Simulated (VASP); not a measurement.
Runs of VASP 6.6.1 on CoSi2. The structure is that of space group Fm-3m (No. 225), or close to it. The cells are those of the table. 

| fixed moment (μB) | cell | pressure (GPa) | moment (μB) |
| --- | --- | --- | --- |
| 0.55 | a = 3.901 Å, angles 60.0°, 3 atoms | (c) | 0.55 |
| 0.275 | a = 3.854 Å, angles 60.0°, 3 atoms | (a) | 0.28 |
| 1.375 | a = 3.654 Å, angles 60.0°, 3 atoms | 28.5 | 1.37 |
| 0.55 | a = 3.654 Å, angles 60.0°, 3 atoms | 20.8 | 0.55 |
| 1.925 | a = 3.854 Å, angles 60.0°, 3 atoms | 0.1 | 1.93 |
| 0.825 | a = 3.854 Å, angles 60.0°, 3 atoms | -9.9 | 0.82 |
| 0.275 | a = 3.654 Å, angles 60.0°, 3 atoms | 19.9 | 0.28 |
| 0.825 | a = 3.654 Å, angles 60.0°, 3 atoms | (b) | 0.82 |

Alike in all rows: task single point; level PBEsol; potentials or basis VASP PAW PBE potentials, release 64 (Co, Si); spin collinear, ferromagnetic start; k mesh 14 × 14 × 14; cutoff (eV) 520; smearing gaussian 0.15 eV.

Question: Fill in the values left out.

Answer: (a) -12.4; (b) 21.8; (c) -15.7.

Caveats: the PAW data sets were made with another functional, which shifts forces and pressure a little; the total moment is fixed, so each spin has its own Fermi level and the state may be an excited one; the cell stands under pressure (at least some runs); the cell stands under tension (at least some runs).
